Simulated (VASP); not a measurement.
CuOs2, 3 atoms in the cell. Symmetry: Fm-3m, No. 225, cubic system. Conventional cell: a = 5.669 Å, b = 5.669 Å, c = 5.669 Å, α = 90.00°, β = 90.00°, γ = 90.00°. Within 3.2 Å of Cu (site symmetry m-3m) lie 8 Os at 2.45 Å. Within 3.2 Å of Os (site symmetry -43m) lie 4 Cu at 2.45 Å and 6 Os at 2.83 Å. 

* Program: VASP 6.6.1
* Task: density of states
* Functional: PBE
* Potentials or basis: VASP PAW PBE potentials, release 64 (Cu, Os)
* Cutoff: 520 eV
* k mesh: 14 × 14 × 14
* Occupations: gaussian, width 0.1 eV
* Spin: no spin polarisation
* Dipole correction: no
* k mesh for the DOS: 21 × 21 × 21
* Occupations for the DOS: tetrahedron
* Further INCAR settings: ALGO = Normal; EDIFF = 1e-06; NBANDS = 20

Potentials or basis: VASP PAW PBE potentials, release 64 (Cu, Os).

Command:

```console
$ cat potpaw_PBE.64/Cu/POTCAR potpaw_PBE.64/Os/POTCAR > POTCAR
$ cp INCAR.step1 INCAR
$ cp KPOINTS.step1 KPOINTS
$ mpirun -np 1 vasp_std > vasp.out
$ cp INCAR.step2 INCAR
$ cp KPOINTS.step2 KPOINTS
$ mpirun -np 1 vasp_std > vasp.out
```

Hardware: 1 thread of Intel(R) Xeon(R) 6975P-C (Granite Rapids), with other jobs on the host.

Question: How long does it take, and how much memory?

Answer: Run time: 110 s on 1 thread of Intel(R) Xeon(R) 6975P-C (Granite Rapids) (shared host), peak memory 0.37 GiB. Counts: k points 286.
